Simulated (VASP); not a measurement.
The system is Li2S.

```
Li S
1.0
     0.00000    2.88257    2.88257
     2.88257    0.00000    2.88257
     2.88257    2.88257    0.00000
Li S
2 1
Direct
  0.25000 0.25000 0.25000
  0.75000 0.75000 0.75000
  0.00000 0.00000 0.00000
```

| Item | Value |
| --- | --- |
| Program | VASP 6.6.1 |
| Task | relaxation of cell and atoms |
| Functional | r2SCAN |
| Potentials or basis | VASP PAW PBE potentials, release 64 (Li_sv, S) |
| Cutoff | 830 eV |
| k mesh | 5 × 5 × 5 |
| Occupations | tetrahedron |
| Spin | collinear spin |
| Starting moments | [0.2, 0.2, 0.2] μB |

At the start: pressure -1.7 GPa; volume 15.97 Å³/atom.

**Question.** Where does the relaxation end?

**Answer.** Over 4 steps the energy falls by 3.8 meV/atom and the volume is 15.28 Å³/atom (-4.3 %); space group Fm-3m (No. 225, to 0.1 Å) before and after; moment 0.00 μB per cell.

Step by step:
```
step  energy change (eV)  largest force (eV/Å)  pressure (GPa)  volume (Å³)
   1              0.0000                0.0000           -1.74        47.90
   2             -0.0095                0.0000           -0.76        46.71
   3             -0.0115                0.0000           -0.15        46.03
   4             -0.0115                0.0000            0.00        45.85
```

Final structure:
```xyz
3
Lattice="0.0000 2.8409 2.8409 2.8409 0.0000 2.8409 2.8409 2.8409 0.0000" Properties=species:S:1:pos:R:3 pbc="T T T"
Li    1.4204    1.4204    1.4204
Li    4.2613    4.2613    4.2613
S     2.8409    2.8409    5.6817
```

Caveat: the PAW data sets were made with another functional, which shifts forces and pressure a little.
